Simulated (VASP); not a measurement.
# Hg3S (P4/mmm) in VASP: single point with PBE

Aim: the single point of Hg3S with PBE.

Everything below comes from runs of VASP 6.6.1. Logs are shortened: lines on timing, memory, paths and dates and some standing lists are left out, and cuts for length are marked.

## Step 1: The cell of the first run

It takes space group P4/mmm (No. 123, tetragonal). Conventional cell: a = 4.970 Å, b = 4.970 Å, c = 3.806 Å, α = 90.00°, β = 90.00°, γ = 90.00°. Within 4.1 Å of Hg (site symmetry mmm) lie 10 Hg at 3.13 to 3.81 Å and 4 S at 3.13 Å. Hg (site symmetry 4/mmm) has 10 Hg at 3.13 to 3.81 Å and 4 S at 3.51 Å within 4.1 Å. S (site symmetry 4/mmm) has 12 Hg at 3.13 to 3.51 Å and 2 S at 3.81 Å within 4.1 Å.

## Step 2: Single point, PBE

INCAR reads:

```
ALGO     = Normal         # electronic algorithm
EDIFF    = 1E-6           # SCF threshold, eV
ENCUT    = 520            # plane-wave cutoff, eV
GGA      = PE             # functional
ISIF     = 2              # what is computed and relaxed
ISMEAR   = 0              # smearing method
LASPH    = T              # aspherical terms in the spheres
LCHARG   = F              # write CHGCAR
LREAL    = F              # projectors in reciprocal space
LWAVE    = F              # write WAVECAR
NBANDS   = 29             # bands
NELM     = 100            # most SCF steps
PREC     = Accurate       # precision mode
SIGMA    = 0.1            # smearing width, eV
```

KPOINTS reads:

```
k-points
0
Gamma
  10 10 10
```

POSCAR reads:

```
Hg3S
1.0
    4.9703678557      0.0000000000      0.0000000000
    0.0000000000      4.9703678557      0.0000000000
    0.0000000000      0.0000000000      3.8061168448
Hg S
3 1
Direct
    0.0000000000      0.5000000000      0.5000000000
    0.5000000000      0.0000000000      0.5000000000
    0.5000000000      0.5000000000      0.0000000000
    0.0000000000      0.0000000000      0.0000000000
```

Potentials or basis: VASP PAW PBE potentials, release 64 (Hg, S).

Command:

```sh
$ cat potpaw_PBE.64/Hg/POTCAR potpaw_PBE.64/S/POTCAR > POTCAR
$ mpirun -np 1 vasp_std > vasp.out
```

OUTCAR:

```text
EDIFF = 1E-6
   ENCUT = 520
   GGA = PE
   ISIF = 2
   ISMEAR = 0
   LASPH = T
   LREAL = F
   NELM = 100
   PREC = Accurate

 ion  position               nearest neighbor table
   1  0.000  0.500  0.500-   3 3.13   4 3.13   3 3.13   4 3.13   4 3.13   4 3.13   3 3.13   3 3.13
                             2 3.51   2 3.51   2 3.51   2 3.51
   2  0.500  0.000  0.500-   3 3.13   4 3.13   3 3.13   4 3.13   3 3.13   3 3.13   4 3.13   4 3.13
                             1 3.51   1 3.51   1 3.51   1 3.51
   3  0.500  0.500  0.000-   1 3.13   2 3.13   1 3.13   2 3.13   2 3.13   2 3.13   1 3.13   1 3.13

   4  0.000  0.000  0.000-   1 3.13   2 3.13   1 3.13   2 3.13   1 3.13   1 3.13   2 3.13   2 3.13

  LATTYP: Found a simple tetragonal cell.
 ALAT       =     4.9703678557
 C/A-ratio  =     0.7657616006

  Lattice vectors:

 A1 = (   4.9703678557,   0.0000000000,   0.0000000000)
 A2 = (   0.0000000000,   4.9703678557,   0.0000000000)
 A3 = (   0.0000000000,   0.0000000000,   3.8061168448)

Analysis of symmetry for initial positions (statically):
=====================================================================
 Subroutine PRICEL returns:
 Original cell was already a primitive cell.

 Routine SETGRP: Setting up the symmetry group for a
 simple tetragonal supercell.

 Subroutine GETGRP returns: Found 16 space group operations
 (whereof 16 operations were pure point group operations)
 out of a pool of 16 trial point group operations.

The static configuration has the point symmetry D_4h.

Analysis of symmetry for dynamics (positions and initial velocities):
=====================================================================
 Subroutine PRICEL returns:
 Original cell was already a primitive cell.

 Routine SETGRP: Setting up the symmetry group for a
 simple tetragonal supercell.

 Subroutine GETGRP returns: Found 16 space group operations
 (whereof 16 operations were pure point group operations)
 out of a pool of 16 trial point group operations.

The dynamic configuration has the point symmetry D_4h.

 Subroutine INISYM returns: Found 16 space group operations
 (whereof 16 operations are pure point group operations),
 and found     1 'primitive' translations

----------------------------------------------------------------------------------------

                                     Primitive cell

  volume of cell :      94.0284

  direct lattice vectors                    reciprocal lattice vectors
     4.970367856  0.000000000  0.000000000     0.201192352  0.000000000  0.000000000
     0.000000000  4.970367856  0.000000000     0.000000000  0.201192352  0.000000000
     0.000000000  0.000000000  3.806116845     0.000000000  0.000000000  0.262734971

  length of vectors
     4.970367856  4.970367856  3.806116845     0.201192352  0.201192352  0.262734971

  position of ions in fractional coordinates (direct lattice)
     0.000000000  0.500000000  0.500000000
     0.500000000  0.000000000  0.500000000
     0.500000000  0.500000000  0.000000000
     0.000000000  0.000000000  0.000000000

  ion indices of the primitive-cell ions
   primitive index   ion index
                 1           1
                 2           2
                 3           3
                 4           4

----------------------------------------------------------------------------------------

 KPOINTS: k-points

Automatic generation of k-mesh.
 Grid dimensions read from file:
 generate k-points for:   10   10   10

 Generating k-lattice:

  Cartesian coordinates                     Fractional coordinates (reciprocal lattice)
     0.020119235  0.000000000  0.000000000     0.100000000  0.000000000  0.000000000
     0.000000000  0.020119235  0.000000000     0.000000000  0.100000000  0.000000000
     0.000000000  0.000000000  0.026273497     0.000000000  0.000000000  0.100000000

  Length of vectors
     0.020119235  0.020119235  0.026273497

  Shift w.r.t. Gamma in fractional coordinates (k-lattice)
     0.000000000  0.000000000  0.000000000

 Subroutine IBZKPT returns following result:
 ===========================================

 Found    126 irreducible k-points:

 Following reciprocal coordinates:
            Coordinates               Weight
  0.000000  0.000000  0.000000      1.000000
  0.100000  0.000000  0.000000      4.000000
  0.200000  0.000000  0.000000      4.000000
  0.300000  0.000000  0.000000      4.000000
  0.400000  0.000000  0.000000      4.000000
  0.500000  0.000000  0.000000      2.000000
[... 16 lines left out ...]
  0.100000  0.000000  0.100000      8.000000
  0.200000  0.000000  0.100000      8.000000
 [... further k-points ...]
   k-points           NKPTS =    126   k-points in BZ     NKDIM =    126   number of bands    NBANDS=     29
   number of dos      NEDOS =    301   number of ions     NIONS =      4
   total plane-waves  NPLWV =  44800
   dimension x,y,z NGX =    40 NGY =   40 NGZ =   28
   dimension x,y,z NGXF=    80 NGYF=   80 NGZF=   56
   ions per type =               3   1
   NGX,Y,Z   is equivalent  to a cutoff of  13.38, 13.38, 12.23 a.u.
   NGXF,Y,Z  is equivalent  to a cutoff of  26.76, 26.76, 24.46 a.u.
 SYSTEM =  unknown system
   PREC   = accura    normal or accurate (medium, high low for compatibility)
   ISTART =      0    job   : 0-new  1-cont  2-samecut
   ICHARG =      2    charge: 1-file 2-atom 10-const
   ISPIN  =      1    spin polarized calculation?
   LNONCOLLINEAR =      F non collinear calculations
   LSORBIT =      F    spin-orbit coupling
   LASPH  =      T    aspherical Exc in radial PAW
   ENCUT  =  520.0 eV  38.22 Ry    6.18 a.u.   9.24  9.24  7.08*2*pi/ulx,y,z
   NELM   =    100;   NELMIN=  2; NELMDL= -5     # of ELM steps
   EDIFF  = 0.1E-05   stopping-criterion for ELM
   LREAL  =      F    real-space projection
   EDIFFG = 0.1E-04   stopping-criterion for IOM
   NSW    =      0    number of steps for IOM
   IBRION =     -1    ionic relax: 0-MD 1-quasi-New 2-CG
   NFREE  =      0    steps in history (QN), initial steepest desc. (CG)
   ISIF   =      2    stress and relaxation
   ISYM   =      2    0-nonsym 1-usesym 2-fastsym
   POTIM  = 0.5000    time-step for ionic-motion
   TEBEG  =    0.0;   TEEND  =   0.0 temperature during run
   PSTRESS=    0.0 pullay stress
   NELECT =      42.0000    total number of electrons
   NUPDOWN=      -1.0000    fix difference up-down
   EMIN   =  10.00;   EMAX   =-10.00  energy-range for DOS
   EFERMI =   0.00;   METHOD = LEGACY
   ISMEAR =     0;   SIGMA  =   0.10  broadening in eV -4-tet -1-fermi 0-gaus
   EFERMI_NEDOS =   21; number of points for ismear=-14 and -15
   IALGO  =     38    algorithm
   IMIX   =      4    mixing-type and parameters
     AMIX     =   0.40;   BMIX     =  1.00
     AMIX_MAG =   1.60;   BMIX_MAG =  1.00
  volume/ion in A,a.u.               =      23.51       158.63
  Fermi-wavevector in a.u.,A,eV,Ry     =   1.251425  2.364851 21.307606  1.566065
  Thomas-Fermi vector in A             =   2.385373
   LORBIT       =      0    0 simple, 1 ext, 2 COOP (PROOUT), +10 PAW based schemes
   GGA     = PE    functional components
   LHFCALC =     F    Hartree Fock is set to
   AEXX    =    0.0000 exact exchange contribution
   IVDW    =     0    specifies the selected vdW correction
   LEPSILON=     F    determine dielectric tensor
   LRPA    =     F    only Hartree local field effects (RPA)
 non-spin polarized calculation
 Gauss-broadening in eV      SIGMA  =   0.10
  energy-cutoff  :      520.00
  volume of cell :       94.03
 maximum number of plane-waves:      2584
 NGX is ok and might be reduce to    40
   NGX = 19   NGY = 19   NGZ = 15

 number of electron      41.9999990 magnetization

 Free energy of the ion-electron system (eV)
  ---------------------------------------------------
  ext. energy  EPLUGINS =         0.00000000
  ---------------------------------------------------
  free energy    TOTEN  =        -3.53289726 eV

  energy without entropy =       -3.52349395  energy(sigma->0) =       -3.52819561

 E-fermi :   2.4027     XC(G=0): -10.4840

 val. band max:        2.3810766185   @ k =   0.5000   0.0000   0.5000
 cond. band min:       2.4303616225   @ k =   0.3000   0.3000   0.3000
 fundamental gap:      0.0492850040
 Fermi energy:         2.4026977356

 k-point     1 :       0.0000    0.0000    0.0000
  band No.  band energies     occupation
      1      -9.7601      2.00000
      2      -5.3224      2.00000
      3      -4.6182      2.00000
      4      -4.6182      2.00000
      5      -4.6149      2.00000
      6      -4.5206      2.00000
[... 21 lines left out ...]
     28      10.8508      0.00000
     29      11.5728      0.00000

 k-point     2 :       0.1000    0.0000    0.0000
  band No.  band energies     occupation
      1      -9.7414      2.00000
      2      -5.2877      2.00000
      3      -4.6147      2.00000
      4      -4.6029      2.00000
      5      -4.5832      2.00000
      6      -4.5044      2.00000
[... 21 lines left out ...]
     28      11.5119      0.00000
     29      11.8005      0.00000

 k-point     3 :       0.2000    0.0000    0.0000
  band No.  band energies     occupation
      1      -9.6910      2.00000
      2      -5.1943      2.00000
      3      -4.6053      2.00000
      4      -4.5926      2.00000
      5      -4.4804      2.00000
      6      -4.4571      2.00000
[... 21 lines left out ...]
     28      11.4273      0.00000
     29      12.1500      0.00000

 k-point     4 :       0.3000    0.0000    0.0000
  band No.  band energies     occupation
      1      -9.6260      2.00000
      2      -5.0787      2.00000
      3      -4.6168      2.00000
      4      -4.5934      2.00000
      5      -4.3848      2.00000
      6      -4.3173      2.00000
[... 597 lines left out ...]
     28      10.9251      0.00000
     29      11.0928      0.00000

 k-point    23 :       0.1000    0.0000    0.1000
  band No.  band energies     occupation
      1      -9.6954      2.00000
      2      -5.2112      2.00000
      3      -4.6002      2.00000
      4      -4.5936      2.00000
      5      -4.5272      2.00000
      6      -4.4770      2.00000
[... 21 lines left out ...]
     28      10.9823      0.00000
     29      11.6825      0.00000

 k-point    24 :       0.2000    0.0000    0.1000
  band No.  band energies     occupation
      1      -9.6486      2.00000
      2      -5.1238      2.00000
      3      -4.5945      2.00000
      4      -4.5635      2.00000
      5      -4.4765      2.00000
      6      -4.4287      2.00000
[... 21 lines left out ...]
     28      10.9093      0.00000
     29      12.3674      0.00000

 [... further k-points ...]
[... 5 lines left out ...]
  --------------------------------------------------------------------------------------
  -------------------------------------------------------------------------------------
  Total        0.1275889      0.1275889      0.1363738      0.0000000     -0.0000000      0.0000000
  in kB        2.1740246      2.1740246      2.3237117      0.0000000     -0.0000000      0.0000000
  external PRESSURE =       2.2239203 kB  Pullay stress =       0.0000000 kB

 VOLUME and BASIS-vectors are now :
 -----------------------------------------------------------------------------
  energy-cutoff  :      520.00
  volume of cell :       94.03
      direct lattice vectors                 reciprocal lattice vectors
     4.970367856  0.000000000  0.000000000     0.201192352  0.000000000  0.000000000
     0.000000000  4.970367856  0.000000000     0.000000000  0.201192352  0.000000000
     0.000000000  0.000000000  3.806116845     0.000000000  0.000000000  0.262734971

 POSITION                                       TOTAL-FORCE (eV/Angst)
 -----------------------------------------------------------------------------------
      0.00000      2.48518      1.90306         0.000000      0.000000      0.000000
      2.48518      0.00000      1.90306         0.000000      0.000000      0.000000
      2.48518      2.48518      0.00000         0.000000      0.000000      0.000000
      0.00000      0.00000      0.00000         0.000000      0.000000      0.000000
 -----------------------------------------------------------------------------------
    total drift:                               -0.000000     -0.000000     -0.000000

  FREE ENERGIE OF THE ION-ELECTRON SYSTEM (eV)
  ---------------------------------------------------
  free  energy   TOTEN  =        -3.5328972611 eV

  energy  without entropy=       -3.5234939499  energy(sigma->0) =       -3.52819561
```

It took 7.2 min on 1 thread of Intel Xeon 8259CL, shared host; peak memory 0.4 GiB.

What came out:

| Property | Result |
| --- | --- |
| Free energy | -3.5329 eV |
| Pressure | 0.2 GPa |
| Band gap on the k mesh | zero (bands 21 and 22 overlap by 2.23 eV) |

Caveat: spin-orbit coupling is left out, which moves the levels of the heavy elements.

The gap in the log of VASP goes by the Fermi energy; the results here count the filled bands.